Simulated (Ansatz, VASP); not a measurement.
## Ba2SeS: VASP beside Ansatz

Contents of POSCAR:

```
Ba2SeS
1.0
    4.6244860782      0.0000000000      0.0000000000
    0.0000000000      4.6244860782      0.0000000000
    0.0000000000      0.0000000000      6.5412104340
S Ba Se
1 2 1
Direct
    0.0000000000      0.0000000000      0.0000000000
    0.0000000000      0.0000000000      0.5000000000
    0.5000000000      0.5000000000      0.0000000000
    0.5000000000      0.5000000000      0.5000000000
```

INCAR.step1

```
SYSTEM = Ba2SeS
PREC = Accurate
ENCUT = 520
ISMEAR = 0
SIGMA = 0.01
LREAL = .FALSE.
LASPH = .TRUE.
NELM = 100
NBANDS = 24
GGA = PE
ALGO = Normal
EDIFF = 1E-4
LWAVE = .TRUE.
LCHARG = .FALSE.
```

The input INCAR.step2:

```
SYSTEM = Ba2SeS
PREC = Accurate
ENCUT = 520
EDIFF = 1E-6
ISMEAR = 0
SIGMA = 0.01
LREAL = .FALSE.
LASPH = .TRUE.
NELM = 100
ALGO = Normal
ISIF = 2
LWAVE = .FALSE.
LCHARG = .TRUE.
METAGGA = R2SCAN
LMIXTAU = .TRUE.
LELF = .TRUE.
LVHAR = .TRUE.
NBANDS = 24
ISTART = 1
```

KPOINTS

```
regular mesh
0
G
  4 4 4
  0 0 0
```

Input for Ansatz:

```yaml
crystal:
  lattice:
    - [4.6244860782, 0.0, 0.0]
    - [0.0, 4.6244860782, 0.0]
    - [0.0, 0.0, 6.541210434]
  atoms:
    - { symbol: S, position: [0.0, 0.0, 0.0] }
    - { symbol: Ba, position: [0.0, 0.0, 0.5] }
    - { symbol: Se, position: [0.5, 0.5, 0.5] }
    - { symbol: Ba, position: [0.5, 0.5, 0.0] }
kpoints:
  mp_grid: { grid: [4, 4, 4] }
hamiltonian:
  xc: r2scan
scf:
  occupations: { method: fixed }
  n_extra_bands: 5
output:
  forces: true
  stress: true
  eigenvalues: true
```

Alike in both runs: task single point; functional r2SCAN; k mesh 4 × 4 × 4; no spin polarisation.

|  | VASP | Ansatz |
| --- | --- | --- |
| version | VASP 6.6.1 | Ansatz 0.2.0 |
| potentials or method | VASP PAW PBE potentials, release 64 (S, Ba_sv, Se) | plane waves, PAW |
| plane-wave cutoff (eV) | 520 | 500 |
| occupations | gaussian, width 0.01 eV | fixed |
| valence electrons in the cell | 32 | 42 |

|  | VASP | Ansatz | Ansatz less VASP |
| --- | --- | --- | --- |
| gap on the k mesh at the Fermi level (eV) | 2.38 | 2.46 | +0.084 |
| pressure (GPa) | 0.5 | 0.0 | -0.54 |

VASP's potentials were made for PBE, not for r2SCAN. VASP's potentials hold 32 valence electrons a cell and Ansatz's 42, so a difference there can come from the potentials and not from the codes.

Spin-orbit coupling is off throughout.
